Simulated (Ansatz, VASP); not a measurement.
# PbS: VASP beside Ansatz

INCAR

```
SYSTEM = PbS
  PREC = Accurate
  ENCUT = 520
  EDIFF = 1E-8
  ISMEAR = -1
  SIGMA = 0.02
  LREAL = .FALSE.
  LASPH = .TRUE.
  NELM = 100
  ALGO = Normal
  ISIF = 2
  LWAVE = .FALSE.
  LCHARG = .FALSE.
  GGA = PE
  LEFG = .TRUE.
  NBANDS = 28
```

KPOINTS

```
Automatic mesh
0
G
  7 7 2
  0 0 0
```

The input POSCAR:

```
PbS
1.0
    2.9851277291     -2.9847140400      0.0000000000
    2.9851277291      2.9847140400      0.0000000000
   -1.2665019442      0.0000000000     16.5175013577
Pb S
2 2
Direct
    0.2324266300      0.2324266300      0.9137739700
    0.7675733700      0.7675733700      0.0862260300
    0.7339949200      0.7339949200      0.9251565100
    0.2660050800      0.2660050800      0.0748434900
```

Input for Ansatz:

```yaml
crystal:
  lattice:
    - [2.9851277291, -2.98471404, 0.0]
    - [2.9851277291, 2.98471404, 0.0]
    - [-1.2665019442, 0.0, 16.5175013577]
  atoms:
    - { symbol: Pb, position: [0.23242663, 0.23242663, 0.91377397] }
    - { symbol: Pb, position: [0.76757337, 0.76757337, 0.08622603] }
    - { symbol: S, position: [0.73399492, 0.73399492, 0.92515651] }
    - { symbol: S, position: [0.26600508, 0.26600508, 0.07484349] }
kpoints:
  mp_grid: { grid: [7, 7, 2] }
scf:
  occupations: { method: fermi_dirac, width: 0.02 }
hamiltonian:
  xc: pbe
  pseudopotentials: { kind: paw }
output:
  forces: true
  stress: true
  populations: true
  efg: { quadrupole_moments_barn: { S: -0.0694 }, contact_densities: true }
  write_density: true
  write_potential: true
  elf: true
  volumetric_format: npy
```

Alike in both runs: task electric field gradients; functional PBE; k mesh 7 × 7 × 2; occupations fermi-dirac, width 0.02 eV; no spin polarisation.

|  | VASP | Ansatz |
| --- | --- | --- |
| version | VASP 6.6.1 | Ansatz 0.2.0 |
| potentials or method | VASP PAW PBE potentials, release 64 (Pb_d, S) | plane-wave PAW, scalar-relativistic |
| plane-wave cutoff (eV) | 520 | 420 |
| valence electrons in the cell | 40 | 40 |

|  | VASP | Ansatz | Ansatz less VASP |
| --- | --- | --- | --- |
| gap on the k mesh at the Fermi level (eV) | 1.74 | 1.74 | -0.002 |
| rms of the force components (eV/Å) | 0.085 | 0.086 | +0.0010 |
| size of Vzz on the site where it differs most (V/Å²) | 262.5 | 261.4 | -1.10 |

Atom by atom the forces differ by 0.003 eV/Å (rms over components). The functional is the same, so the differences come from potentials, cutoffs and numerics. Ansatz's warnings: xc potential rough in thin density.

Spin-orbit coupling is off throughout.
